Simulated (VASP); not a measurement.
A run of VASP 6.6.1:

INCAR

```
PREC = Accurate
ENCUT = 520
EDIFF = 1E-8
ISMEAR = -1
SIGMA = 0.05
LREAL = F
LASPH = T
NELM = 80
ALGO = Normal
ISIF = 2
LWAVE = F
LCHARG = F
GGA = PE
LEFG = T
NBANDS = 8
```

Contents of KPOINTS:

```
regular mesh
0
Gamma
  14 14 14
```

The input POSCAR:

```
Al
1.0
    0.0000000000      2.0644596000      2.0239800000
    2.0644596000      0.0000000000      2.0239800000
    2.0644596000      2.0644596000      0.0000000000
Al
1
Direct
    0.0000000000      0.0000000000      0.0000000000
```

Potentials or basis: VASP PAW PBE potentials, release 64 (Al).

The run is started by

```bash
$ cat potpaw_PBE.64/Al/POTCAR > POTCAR
$ mpirun -np 1 vasp_std > vasp.out
```

Hardware: 1 thread of Intel Xeon 6975P-C (shared host).

Task: How long does it take, and how much memory?

Result: Wall time 15 s on 1 thread of Intel Xeon 6975P-C, with other jobs on the host, peak memory 0.15 GiB. Counts: scf iterations 13, k points 244.
